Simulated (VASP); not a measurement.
# PbO (P1) in VASP: single point with PBE

Aim: the single point of PbO with PBE.

All numbers are computed with VASP 6.6.1; they aren't measurements. Logs are shortened: lines on timing, memory, paths and dates and some standing lists are left out, and cuts for length are marked.

## (1) The cell of the first run

The typed cell holds 16 atoms: a = 7.961 Å, b = 7.961 Å, c = 5.001 Å, α = 90.00°, β = 90.00°, γ = 90.00°.

## (2) Single point, PBE

File INCAR:

```
SYSTEM = PbO
PREC     = Accurate       ! precision mode
ENCUT    = 520            ! plane-wave cutoff, eV
EDIFF    = 1E-6           ! SCF threshold, eV
ISMEAR   = -1             ! smearing method
SIGMA    = 0.02           ! smearing width, eV
LREAL    = Auto         
LASPH    = .True.         ! aspherical terms in the spheres
NELM     = 60             ! most SCF steps
ALGO     = Normal         ! electronic algorithm
ISIF     = 2              ! what is computed and relaxed
LWAVE    = .False.        ! write WAVECAR
LCHARG   = .False.        ! write CHGCAR
GGA      = PE             ! functional
NBANDS   = 94             ! bands
```

File KPOINTS:

```
Automatic mesh
0
Gamma
  2 2 4
  0 0 0
```

File POSCAR:

```
PbO
1.0
    7.9608078110      0.0000000000      0.0000000000
    0.0000000000      7.9608078110      0.0000000000
    0.0000000000      0.0000000000      5.0009130008
Pb O
8 8
Direct
   -0.0036109401      0.2531455410      0.2478431438
    0.2482328486     -0.0095912377      0.7650543010
   -0.0006617419      0.7480929249      0.2565783488
    0.2432658903      0.4984632332      0.7549655432
    0.5003273656      0.2646298027      0.2392041213
    0.7503636744      0.0009846991      0.7475646946
    0.5015973372      0.7418068794      0.2356613682
    0.7558474143      0.5021278110      0.7525017931
    0.0048008947     -0.0022079418     -0.0032328097
    0.2637906918      0.2507102354      0.0045973605
    0.0149741085      0.5062392028      0.0118534356
    0.2541752104      0.7459789435      0.0049580947
    0.5103253459     -0.0009432460      0.0234755134
    0.7513753807      0.2479993296     -0.0021818016
    0.4993333710      0.5051520016     -0.0269754743
    0.7612946002      0.7514771292     -0.0043804001
```

Potentials or basis: VASP PAW PBE potentials, release 64 (Pb_d, O).

The run is started by

```sh
$ cat potpaw_PBE.64/Pb_d/POTCAR potpaw_PBE.64/O/POTCAR > POTCAR
$ mpirun -np 1 vasp_std > vasp.out
```

OUTCAR:

```text
SYSTEM = PbO
   PREC = Accurate
   ENCUT = 520
   EDIFF = 1E-6
   ISMEAR = -1
   LREAL = Auto
   LASPH = .True.
   NELM = 60
   ISIF = 2
   GGA = PE

 ion  position               nearest neighbor table
   1  0.996  0.253  0.248-  14 2.32  11 2.34   9 2.39  10 2.45   8 3.71   4 3.71   8 3.74   4 3.76
                             6 3.76   6 3.76   2 3.77   2 3.88   3 3.94   5 3.95   5 4.01   3 4.02
   2  0.248  0.990  0.765-   9 2.26  12 2.29  10 2.40  13 2.46   7 3.68   3 3.70   3 3.76   1 3.77
                             5 3.80   7 3.87   1 3.88   4 3.92   5 3.96   6 3.97   6 4.00   4 4.05
   3  0.999  0.748  0.257-  11 2.28  16 2.30   9 2.38  12 2.39   2 3.70   8 3.71   4 3.73   8 3.73
                             6 3.74   4 3.74   2 3.76   6 3.80   1 3.94   7 3.96   7 4.00   1 4.02
   4  0.243  0.498  0.755-  11 2.23  15 2.31  12 2.34  10 2.34   5 3.68   1 3.71   7 3.71   3 3.73
                             3 3.74   1 3.76   5 3.78   7 3.84   8 3.88   2 3.92   2 4.05   8 4.08
   5  0.500  0.265  0.239-  10 2.22  15 2.33  14 2.34  13 2.37   4 3.68   8 3.69   8 3.78   4 3.78
                             6 3.80   2 3.80   7 3.80   6 3.85   1 3.95   2 3.96   1 4.01
   6  0.750  0.001  0.748-  14 2.33  16 2.34  13 2.36   9 2.38   3 3.74   1 3.76   1 3.76   7 3.76
                             5 3.80   3 3.80   7 3.84   5 3.85   2 3.97   8 3.97   8 3.99   2 4.00
   7  0.502  0.742  0.236-  12 2.28  15 2.30  13 2.31  16 2.39   2 3.68   8 3.68   4 3.71   6 3.76
                             8 3.80   5 3.80   4 3.84   6 3.84   2 3.87   3 3.96   3 4.00
   8  0.756  0.502  0.753-  15 2.32  16 2.33  14 2.37  11 2.44   7 3.68   5 3.69   1 3.71   3 3.71
                             3 3.73   1 3.74   5 3.78   7 3.80   4 3.88   6 3.97   6 3.99   4 4.08
   9  0.005  0.998  0.997-   2 2.26   3 2.38   6 2.38   1 2.39
  10  0.264  0.251  0.005-   5 2.22   4 2.34   2 2.40   1 2.45
  11  0.015  0.506  0.012-   4 2.23   3 2.28   1 2.34   8 2.44
  12  0.254  0.746  0.005-   7 2.28   2 2.29   4 2.34   3 2.39
  13  0.510  0.999  0.023-   7 2.31   6 2.36   5 2.37   2 2.46
  14  0.751  0.248  0.998-   1 2.32   6 2.33   5 2.34   8 2.37
  15  0.499  0.505  0.973-   7 2.30   4 2.31   8 2.32   5 2.33
  16  0.761  0.751  0.996-   3 2.30   8 2.33   6 2.34   7 2.39

  LATTYP: Found a simple tetragonal cell.
 ALAT       =     7.9608078110
 C/A-ratio  =     0.6281916508

  Lattice vectors:

 A1 = (   7.9608078110,   0.0000000000,   0.0000000000)
 A2 = (   0.0000000000,   7.9608078110,   0.0000000000)
 A3 = (   0.0000000000,   0.0000000000,   5.0009130008)

Analysis of symmetry for initial positions (statically):
=====================================================================
 Subroutine PRICEL returns:
 Original cell was already a primitive cell.

 Routine SETGRP: Setting up the symmetry group for a
 simple tetragonal supercell.

 Subroutine GETGRP returns: Found  1 space group operations
 (whereof  1 operations were pure point group operations)
 out of a pool of 16 trial point group operations.

The static configuration has the point symmetry C_1 .

Analysis of symmetry for dynamics (positions and initial velocities):
=====================================================================
 Subroutine PRICEL returns:
 Original cell was already a primitive cell.

 Routine SETGRP: Setting up the symmetry group for a
 simple tetragonal supercell.

 Subroutine GETGRP returns: Found  1 space group operations
 (whereof  1 operations were pure point group operations)
 out of a pool of 16 trial point group operations.

The dynamic configuration has the point symmetry C_1 .

 Subroutine INISYM returns: Found  1 space group operations
 (whereof  1 operations are pure point group operations),
 and found     1 'primitive' translations

----------------------------------------------------------------------------------------

                                     Primitive cell

  volume of cell :     316.9302

  direct lattice vectors                    reciprocal lattice vectors
     7.960807811  0.000000000  0.000000000     0.125615393  0.000000000  0.000000000
     0.000000000  7.960807811  0.000000000     0.000000000  0.125615393  0.000000000
     0.000000000  0.000000000  5.000913001     0.000000000  0.000000000  0.199963487

  length of vectors
     7.960807811  7.960807811  5.000913001     0.125615393  0.125615393  0.199963487

  position of ions in fractional coordinates (direct lattice)
     0.996389060  0.253145541  0.247843144
     0.248232849  0.990408762  0.765054301
     0.999338258  0.748092925  0.256578349
     0.243265890  0.498463233  0.754965543
     0.500327366  0.264629803  0.239204121
     0.750363674  0.000984699  0.747564695
[... 8 lines left out ...]
     0.499333371  0.505152002  0.973024526
     0.761294600  0.751477129  0.995619600

  ion indices of the primitive-cell ions
   primitive index   ion index
                 1           1
                 2           2
                 3           3
                 4           4
                 5           5
                 6           6
[... 8 lines left out ...]
                15          15
                16          16

----------------------------------------------------------------------------------------

 KPOINTS: Automatic mesh

Automatic generation of k-mesh.
 Grid dimensions read from file:
 generate k-points for:    2    2    4

 Generating k-lattice:

  Cartesian coordinates                     Fractional coordinates (reciprocal lattice)
     0.062807696  0.000000000  0.000000000     0.500000000  0.000000000  0.000000000
     0.000000000  0.062807696  0.000000000     0.000000000  0.500000000  0.000000000
     0.000000000  0.000000000  0.049990872     0.000000000  0.000000000  0.250000000

  Length of vectors
     0.062807696  0.062807696  0.049990872

  Shift w.r.t. Gamma in fractional coordinates (k-lattice)
     0.000000000  0.000000000  0.000000000

 Subroutine IBZKPT returns following result:
 ===========================================

 Found     12 irreducible k-points:

 Following reciprocal coordinates:
            Coordinates               Weight
  0.000000  0.000000  0.000000      1.000000
  0.500000  0.000000  0.000000      1.000000
  0.000000  0.500000  0.000000      1.000000
  0.500000  0.500000  0.000000      1.000000
  0.000000  0.000000  0.250000      2.000000
  0.500000  0.000000  0.250000      2.000000
  0.000000  0.500000  0.250000      2.000000
  0.500000  0.500000  0.250000      2.000000
  0.000000  0.000000  0.500000      1.000000
  0.500000  0.000000  0.500000      1.000000
  0.000000  0.500000  0.500000      1.000000
  0.500000  0.500000  0.500000      1.000000
   k-points           NKPTS =     12   k-points in BZ     NKDIM =     12   number of bands    NBANDS=     94
   number of dos      NEDOS =    301   number of ions     NIONS =     16
   total plane-waves  NPLWV = 144000
   dimension x,y,z NGX =    60 NGY =   60 NGZ =   40
   dimension x,y,z NGXF=   120 NGYF=  120 NGZF=   80
   ions per type =               8   8
   NGX,Y,Z   is equivalent  to a cutoff of  12.53, 12.53, 13.30 a.u.
   NGXF,Y,Z  is equivalent  to a cutoff of  25.06, 25.06, 26.59 a.u.
 SYSTEM =  PbO
   PREC   = accura    normal or accurate (medium, high low for compatibility)
   ISTART =      0    job   : 0-new  1-cont  2-samecut
   ICHARG =      2    charge: 1-file 2-atom 10-const
   ISPIN  =      1    spin polarized calculation?
   LNONCOLLINEAR =      F non collinear calculations
   LSORBIT =      F    spin-orbit coupling
   LASPH  =      T    aspherical Exc in radial PAW
   ENCUT  =  520.0 eV  38.22 Ry    6.18 a.u.  14.80 14.80  9.30*2*pi/ulx,y,z
   NELM   =     60;   NELMIN=  2; NELMDL= -5     # of ELM steps
   EDIFF  = 0.1E-05   stopping-criterion for ELM
   LREAL  =      T    real-space projection
   EDIFFG = 0.1E-04   stopping-criterion for IOM
   NSW    =      0    number of steps for IOM
   IBRION =     -1    ionic relax: 0-MD 1-quasi-New 2-CG
   NFREE  =      0    steps in history (QN), initial steepest desc. (CG)
   ISIF   =      2    stress and relaxation
   ISYM   =      2    0-nonsym 1-usesym 2-fastsym
   POTIM  = 0.5000    time-step for ionic-motion
   TEBEG  =    0.0;   TEEND  =   0.0 temperature during run
   PSTRESS=    0.0 pullay stress
   NELECT =     160.0000    total number of electrons
   NUPDOWN=      -1.0000    fix difference up-down
   EMIN   =  10.00;   EMAX   =-10.00  energy-range for DOS
   EFERMI =   0.00;   METHOD = LEGACY
   ISMEAR =    -1;   SIGMA  =   0.02  broadening in eV -4-tet -1-fermi 0-gaus
   EFERMI_NEDOS =   21; number of points for ismear=-14 and -15
   IALGO  =     38    algorithm
   IMIX   =      4    mixing-type and parameters
     AMIX     =   0.40;   BMIX     =  1.00
     AMIX_MAG =   1.60;   BMIX_MAG =  1.00
  volume/ion in A,a.u.               =      19.81       133.67
  Fermi-wavevector in a.u.,A,eV,Ry     =   1.303548  2.463348 23.119522  1.699237
  Thomas-Fermi vector in A             =   2.434543
   LORBIT       =      0    0 simple, 1 ext, 2 COOP (PROOUT), +10 PAW based schemes
   GGA     = PE    functional components
   LHFCALC =     F    Hartree Fock is set to
   AEXX    =    0.0000 exact exchange contribution
   IVDW    =     0    specifies the selected vdW correction
   LEPSILON=     F    determine dielectric tensor
   LRPA    =     F    only Hartree local field effects (RPA)
 non-spin polarized calculation
  energy-cutoff  :      520.00
  volume of cell :      316.93
 maximum number of plane-waves:      8576
 NGX is ok and might be reduce to    60
   NGX = 29   NGY = 29   NGZ = 19

 number of electron     160.0000009 magnetization

 Free energy of the ion-electron system (eV)
  ---------------------------------------------------
  ext. energy  EPLUGINS =         0.00000000
  ---------------------------------------------------
  free energy    TOTEN  =       -85.39263203 eV

  energy without entropy =      -85.39263203  energy(sigma->0) =      -85.39263203

 E-fermi :   5.5657     XC(G=0):  -9.8780

 val. band max:        5.1287763197   @ k =   0.0000   0.0000   0.0000
 cond. band min:       6.1695070994   @ k =   0.0000   0.0000   0.0000
 fundamental gap:      1.0407307797
 Fermi energy:         5.5656829843

 k-point     1 :       0.0000    0.0000    0.0000
  band No.  band energies     occupation
      1     -13.1552      2.00000
      2     -12.9437      2.00000
      3     -12.8242      2.00000
      4     -12.7912      2.00000
      5     -12.7584      2.00000
      6     -12.6766      2.00000
[... 84 lines left out ...]
     91      10.5669      0.00000
     92      11.0006      0.00000

 k-point     2 :       0.5000    0.0000    0.0000
  band No.  band energies     occupation
      1     -13.0947      2.00000
      2     -13.0090      2.00000
      3     -12.8288      2.00000
      4     -12.7733      2.00000
      5     -12.7604      2.00000
      6     -12.6788      2.00000
[... 939 lines left out ...]
     91       9.6539      0.00000
     92       9.7299      0.00000

 k-point    12 :       0.5000    0.5000    0.5000
  band No.  band energies     occupation
      1     -13.0772      2.00000
      2     -12.9898      2.00000
      3     -12.8536      2.00000
      4     -12.8186      2.00000
      5     -12.7303      2.00000
      6     -12.6549      2.00000
[... 84 lines left out ...]
     91       9.1069      0.00000
     92       9.2457      0.00000
 [bands above 92 left out]

------------------------ aborting loop because EDIFF is reached ----------------------------------------

  FORCE on cell =-STRESS in cart. coord.  units (eV):
  Direction    XX          YY          ZZ          XY          YZ          ZX
  --------------------------------------------------------------------------------------
  -------------------------------------------------------------------------------------
  Total        6.9929056      6.1244368      2.5834104      0.0108567     -0.2414845     -0.0447064
  in kB       35.3512417     30.9608703     13.0599166      0.0548837     -1.2207768     -0.2260045
  external PRESSURE =      26.4573429 kB  Pullay stress =       0.0000000 kB

 VOLUME and BASIS-vectors are now :
 -----------------------------------------------------------------------------
  energy-cutoff  :      520.00
  volume of cell :      316.93
      direct lattice vectors                 reciprocal lattice vectors
     7.960807811  0.000000000  0.000000000     0.125615393  0.000000000  0.000000000
     0.000000000  7.960807811  0.000000000     0.000000000  0.125615393  0.000000000
     0.000000000  0.000000000  5.000913001     0.000000000  0.000000000  0.199963487

 POSITION                                       TOTAL-FORCE (eV/Angst)
 -----------------------------------------------------------------------------------
      7.93206      2.01524      1.23944         0.348363     -0.300028     -0.516322
      1.97613      7.88445      3.82597         0.535815      0.423214      0.240693
      7.95554      5.95542      1.28313         0.145728      0.337984     -0.530848
      1.93659      3.96817      3.77552         0.421851     -0.074358     -0.155909
      3.98301      2.10667      1.19624         0.216247     -0.533383      0.089942
      5.97350      0.00784      3.73851        -0.147571     -0.075470      0.789895
[... 8 lines left out ...]
      3.97510      4.02142      4.86601         0.427190     -0.077327     -0.098198
      6.06052      5.98236      4.97901        -0.233599     -0.303668     -0.031869
 -----------------------------------------------------------------------------------
    total drift:                                0.008084      0.000626     -0.000415

  FREE ENERGIE OF THE ION-ELECTRON SYSTEM (eV)
  ---------------------------------------------------
  free  energy   TOTEN  =       -85.3926320343 eV

  energy  without entropy=      -85.3926320343  energy(sigma->0) =      -85.39263203
```

It took 15 min on 1 thread of Intel Xeon 8259CL, shared host; peak memory 0.49 GiB.

What came out:

```
Free energy            : -85.3926 eV
Pressure               : 2.6 GPa
Largest force          : 1.021 eV/Å
Band gap on the k mesh : 1.04 eV
```

Forces on the atoms (eV/Å):
```
Pb   0.348 -0.300 -0.516
Pb   0.536  0.423  0.241
Pb   0.146  0.338 -0.531
Pb   0.422 -0.074 -0.156
Pb   0.216 -0.533  0.090
Pb  -0.148 -0.075  0.790
Pb   0.232  0.410  0.114
Pb   0.021  0.006  0.287
O   -0.181  0.249  0.205
O   -0.814 -0.111 -0.219
O   -0.842 -0.526  0.237
O   -0.192  0.174  0.084
O   -0.202 -0.071 -0.348
O    0.264  0.471 -0.147
O    0.427 -0.077 -0.098
O   -0.234 -0.304 -0.032
```

Stress tensor (GPa, compression positive):
```
 3.54  0.01 -0.02
 0.01  3.10 -0.12
-0.02 -0.12  1.31
```

Levels at points of the mesh, in eV from the valence-band top:
```
           k point  band 76  band 77  band 78  band 79  band 80  band 81  band 82  band 83  band 84  band 85
(0.00, 0.00, 0.00)    -1.42    -1.38    -0.87    -0.84     0.00     1.04     1.06     2.47     3.21     3.28
(0.50, 0.00, 0.00)    -1.38    -1.26    -1.20    -0.31    -0.21     2.33     2.38     2.45     2.53     3.36
(0.00, 0.50, 0.00)    -1.33    -1.31    -1.21    -0.29    -0.21     2.34     2.38     2.46     2.50     3.38
(0.50, 0.50, 0.00)    -1.01    -0.64    -0.60    -0.47    -0.45     2.81     2.87     2.89     2.98     3.30
(0.00, 0.00, 0.50)    -1.01    -0.92    -0.88    -0.85    -0.79     2.14     2.94     2.98     3.13     3.14
(0.50, 0.00, 0.50)    -1.30    -1.11    -1.04    -1.00    -0.81     2.22     2.23     3.07     3.21     3.32
(0.00, 0.50, 0.50)    -1.40    -1.12    -1.02    -0.93    -0.83     2.18     2.27     2.99     3.21     3.36
(0.50, 0.50, 0.50)    -1.09    -1.06    -1.03    -0.98    -0.88     2.23     2.45     2.49     2.63     3.43
```

Caveat: the atoms stand as in a frame of molecular dynamics; spin-orbit coupling is left out, which moves the levels of the heavy elements; forces of over 1 eV/Å act on the atoms, so gaps and moduli don't describe the material at rest.
